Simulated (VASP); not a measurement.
# V (Im-3m) in VASP: a series of runs, part 2 of 2

VASP 6.6.1. The steps go on from the part before.

### 5 Relaxation of cell and atoms, PBE, target pressure -0.18 GPa, at which the enthalpy is minimised

Input file INCAR:

```
SYSTEM = V
ALGO = Normal
EDIFF = 1E-7
EDIFFG = -0.005
ENCUT = 600
GGA = PE
IBRION = 2
ISIF = 3
ISMEAR = -1
LASPH = .TRUE.
LCHARG = .FALSE.
LREAL = .FALSE.
LWAVE = .FALSE.
NELM = 80
NSW = 32
PREC = Accurate
PSTRESS = -1.7999999999999998
SIGMA = 0.1
```

Input file KPOINTS:

```
k-points
0
G
  18 18 18
  0 0 0
```

Input file POSCAR:

```
V
1.0
   -1.4996843040      1.4996843040      1.4996843040
    1.4996843040     -1.4996843040      1.4996843040
    1.4996843040      1.4996843040     -1.4996843040
V
1
Direct
    0.0000000000      0.0000000000      0.0000000000
```

Potentials or basis: VASP PAW PBE potentials, release 64 (V_sv).

The run is started by

```sh
$ cat potpaw_PBE.64/V_sv/POTCAR > POTCAR
$ mpirun -np 1 vasp_std > vasp.out
```

OUTCAR:

```text
SYSTEM = V
   EDIFF = 1E-7
   EDIFFG = -0.005
   ENCUT = 600
   GGA = PE
   IBRION = 2
   ISIF = 3
   ISMEAR = -1
   LASPH = .TRUE.
   LREAL = .FALSE.
   NELM = 80
   NSW = 32
   PREC = Accurate
   PSTRESS = -1.7999999999999998

 ion  position               nearest neighbor table
   1  0.000  0.000  0.000-

  LATTYP: Found a body centered cubic cell.
 ALAT       =     2.9993686080

  Lattice vectors:

 A1 = (  -1.4996843040,   1.4996843040,   1.4996843040)
 A2 = (   1.4996843040,  -1.4996843040,   1.4996843040)
 A3 = (   1.4996843040,   1.4996843040,  -1.4996843040)

Analysis of symmetry for initial positions (statically):
=====================================================================
 Subroutine PRICEL returns:
 Original cell was already a primitive cell.

 Routine SETGRP: Setting up the symmetry group for a
 body centered cubic supercell.

 Subroutine GETGRP returns: Found 48 space group operations
 (whereof 48 operations were pure point group operations)
 out of a pool of 48 trial point group operations.

[... 167 lines left out ...]
  --------------------------------------------------------------------------------------
  -------------------------------------------------------------------------------------
  Total       -0.0008201     -0.0008201     -0.0008201      0.0000000      0.0000000     -0.0000000
  in kB       -0.0973899     -0.0973899     -0.0973899      0.0000000      0.0000000     -0.0000000
  external PRESSURE =       1.7026101 kB  Pullay stress =      -1.8000000 kB
[... 61 lines left out ...]
--------------------------------------- Ionic step        3  -------------------------------------------

 number of electron      13.0000000 magnetization

 Free energy of the ion-electron system (eV)
  ---------------------------------------------------
  ext. energy  EPLUGINS =         0.00000000
  ---------------------------------------------------
  free energy    TOTEN  =        -9.02105217 eV

  energy without entropy =       -8.96400866  energy(sigma->0) =       -8.99253041

 E-fermi :   9.6975     XC(G=0): -12.8899

 val. band max:        9.6871243287   @ k =  -0.3333   0.3333   0.0556
 cond. band min:       9.6980470610   @ k =   0.1111   0.1111   0.0000
 fundamental gap:      0.0109227323
 Fermi energy:         9.6974923344

 k-point     1 :       0.0000    0.0000    0.0000
  band No.  band energies     occupation
      1     -54.0388      2.00000
      2     -27.3441      2.00000
      3     -27.3441      2.00000
      4     -27.3441      2.00000
      5       3.0948      2.00000
      6      10.0924      0.03781
      7      10.0924      0.03781
      8      10.0924      0.03781
      9      12.0964      0.00000
     10      12.0964      0.00000
[... 287 lines left out ...]
 k-point    24 :       0.3889    0.1111    0.0000
  band No.  band energies     occupation
      1     -53.8431      2.00000
      2     -28.1789      2.00000
      3     -27.6469      2.00000
      4     -27.3883      2.00000
      5       6.8054      2.00000
      6       8.6323      1.99995
      7      10.2560      0.00748
      8      12.0212      0.00000
      9      12.6599      0.00000
     10      14.3653      0.00000

 [... further k-points ...]
[... 5 lines left out ...]
  --------------------------------------------------------------------------------------
  -------------------------------------------------------------------------------------
  Total       -0.0148259     -0.0148259     -0.0148259      0.0000000      0.0000000      0.0000000
  in kB       -1.7590286     -1.7590286     -1.7590286      0.0000000      0.0000000      0.0000000
  external PRESSURE =       0.0409714 kB  Pullay stress =      -1.8000000 kB
[... 20 lines left out ...]
  energy  without entropy=       -8.9640086569  energy(sigma->0) =       -8.99253041

  enthalpy is  TOTEN    =        -9.0362234128 eV   P V=       -0.0151712477

 reached required accuracy - stopping structural energy minimisation
```

OSZICAR:

```text
N       E                     dE             d eps       ncg     rms          rms(c)
DAV:   1     0.953963074004E+02    0.95396E+02   -0.79309E+03  3900   0.157E+03
DAV:   2    -0.877555134135E+01   -0.10417E+03   -0.10201E+03  3992   0.390E+02
DAV:   3    -0.104000742942E+02   -0.16245E+01   -0.15822E+01  4110   0.573E+01
[... 22 lines left out ...]
DAV:   2    -0.902105767256E+01    0.30433E-03   -0.14442E-03  3912   0.554E-01    0.406E-02
DAV:   3    -0.902105425506E+01    0.34175E-05   -0.62029E-06  3900   0.409E-02    0.211E-02
DAV:   4    -0.902105241000E+01    0.18451E-05   -0.31480E-06  3904   0.252E-02    0.145E-03
DAV:   5    -0.902105226244E+01    0.14756E-06   -0.41436E-08  1964   0.306E-03    0.421E-04
DAV:   6    -0.902105216505E+01    0.97389E-07   -0.78880E-09  1950   0.149E-03
   3 F= -.90362234E+01 E0= -.90077017E+01  d E =-.646569E-05
```

CONTCAR:

```text
V
   1.00000000000000
    -1.5001446198531385    1.5001446198531385    1.5001446198531385
     1.5001446198531385   -1.5001446198531385    1.5001446198531385
     1.5001446198531385    1.5001446198531385   -1.5001446198531385
  V
     1
Direct
     0.0000000000000000    0.0000000000000000    0.0000000000000000

  0.00000000E+00  0.00000000E+00  0.00000000E+00
```

Wall time 18 s (1 thread of Intel Xeon 6975P-C (Granite Rapids), shared host); peak memory 0.16 GiB.

What came out:

- Free energy: -9.0211 eV
- Relaxed volume: 13.50 Å³/atom
- Relaxed cell: a = 2.598 Å, b = 2.598 Å, c = 2.598 Å, α = 109.47°, β = 109.47°, γ = 109.47°
- Space group after relaxing (to 0.05 Å): Im-3m (No. 229)
- Energy change on relaxing (the enthalpy is what falls): +0.0 meV/atom
- Ionic steps: 3
- Pressure after relaxing: -0.2 GPa

Final structure:
```
V
1.0
    -1.50014    1.50014    1.50014
     1.50014   -1.50014    1.50014
     1.50014    1.50014   -1.50014
V
1
Direct
  0.00000 0.00000 0.00000
```

Caveat: the cell is relaxed towards a set pressure, so the enthalpy falls and the energy may rise.

### 6 The runs side by side

| task | cell | cutoff (eV) | gap on the mesh (eV) | pressure (GPa) |
| --- | --- | --- | --- | --- |
| single point | a = 2.598 Å, angles 109.5°, 1 atom | 520 | none | 0.0 |
| single point | a = 2.597 Å, angles 109.5°, 1 atom | 520 | none | 0.1 |
| relaxation of cell and atoms | relaxed to -0.18 GPa from a = 2.598 Å, angles 109.5°, 1 atom | 600 | none | -0.2 |

Alike in all rows: level PBE; potentials or basis VASP PAW PBE potentials, release 64 (V_sv); no spin polarisation; k mesh 18 × 18 × 18; smearing fermi-dirac 0.1 eV.

Caveats: the cell is relaxed towards a set pressure, so the enthalpy falls and the energy may rise (some runs).

Absolute energies hang on the potentials; compare differences alone.
